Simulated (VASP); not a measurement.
The system is Cu.

```xyz
1
Lattice="0.0000 1.7706 1.7706 1.7706 0.0000 1.7706 1.7706 1.7706 0.0000" Properties=species:S:1:pos:R:3 pbc="T T T"
Cu    0.0000    0.0000    0.0000
```

Base run:

| Item | Value |
| --- | --- |
| Program | VASP 6.6.1 |
| Functional | revPBE |
| Dispersion | D3(BJ) |
| Potentials or basis | VASP PAW PBE potentials, release 64 (Cu) |
| Cutoff | 600 eV |
| k mesh | 13 × 13 × 13 |
| Occupations | fermi-dirac, width 0.05 eV |
| Spin | no spin polarisation |

Its results: pressure -1.1 GPa.

Question: After a change of settings the same cell gave: pressure -24.8 GPa. Which change was it?
A. functional from revPBE to PBEsol
B. functional from revPBE to BLYP; dispersion from D3(BJ) to D4
C. functional from revPBE to PBE
D. functional from revPBE to RPBE

Answer: D.

Caveats: the PAW data sets were made with another functional, which shifts forces and pressure a little; pairwise dispersion overbinds metals, which lowers pressure and volume.
